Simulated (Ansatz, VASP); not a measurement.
Pt: VASP beside Ansatz

The input INCAR:

```
SYSTEM = Pt
ALGO     = Fast           ! electronic algorithm
EDIFF    = 1E-7           ! SCF threshold, eV
ENCUT    = 520            ! plane-wave cutoff, eV
GGA      = CA             ! functional
ISIF     = 2              ! what is computed and relaxed
ISMEAR   = 0              ! smearing method
LASPH    = .TRUE.         ! aspherical terms in the spheres
LCHARG   = .TRUE.         ! write CHGCAR
LELF     = .TRUE.         ! ELF
LREAL    = .FALSE.        ! projectors in reciprocal space
LVHAR    = .TRUE.       
LWAVE    = .FALSE.        ! write WAVECAR
NBANDS   = 11             ! bands
NELM     = 80             ! most SCF steps
PREC     = Accurate       ! precision mode
SIGMA    = 0.15           ! smearing width, eV
```

File KPOINTS:

```
k-points
0
G
  22 22 22
  0 0 0
```

Contents of POSCAR:

```
Pt
1.0
    0.0000000000      2.2955427859      1.4002810994
    2.2955427859      0.0000000000      1.4002810994
    2.2955427859      2.2955427859      0.0000000000
Pt
1
Direct
    0.0000000000      0.0000000000      0.0000000000
```

Input for Ansatz:

```yaml
crystal:
  lattice:
    - [0.0, 2.2955427859, 1.4002810994]
    - [2.2955427859, 0.0, 1.4002810994]
    - [2.2955427859, 2.2955427859, 0.0]
  atoms:
    - { symbol: Pt, position: [0.0, 0.0, 0.0] }
basis:
  ecutwfc: 420
kpoints:
  mp_grid: { grid: [22, 22, 22] }
hamiltonian:
  xc: lda
scf:
  occupations: { method: gaussian, width: 0.15 }
output:
  forces: true
  stress: true
  eigenvalues: true
```

Alike in both runs: task single point; functional LDA; k mesh 22 × 22 × 22; occupations gaussian, width 0.15 eV; no spin polarisation.

```csv
,VASP,Ansatz
version,VASP 6.6.1,Ansatz 0.2.0
potentials or method,"VASP PAW LDA potentials, release 64 (Pt), cutoff 520 eV","scalar-relativistic, plane waves, PAW"
valence electrons in the cell,10,18
```

|  | VASP | Ansatz | Ansatz less VASP |
| --- | --- | --- | --- |
| gap on the k mesh at the Fermi level (eV) | none | none | - |
| pressure (GPa) | 3.3 | 2.4 | -0.87 |
| traceless stress, the component that is largest in VASP (GPa) | -8.45 | -8.75 | -0.308 |

LDA's correlation is that of Perdew and Zunger in VASP and of Perdew and Wang (1992) in Ansatz. A gap of «none» marks a metal or a gap that the smearing closes. VASP's potentials hold 10 valence electrons a cell and Ansatz's 18, so a difference there can come from the potentials and not from the codes.

Neither program's run includes spin-orbit coupling.
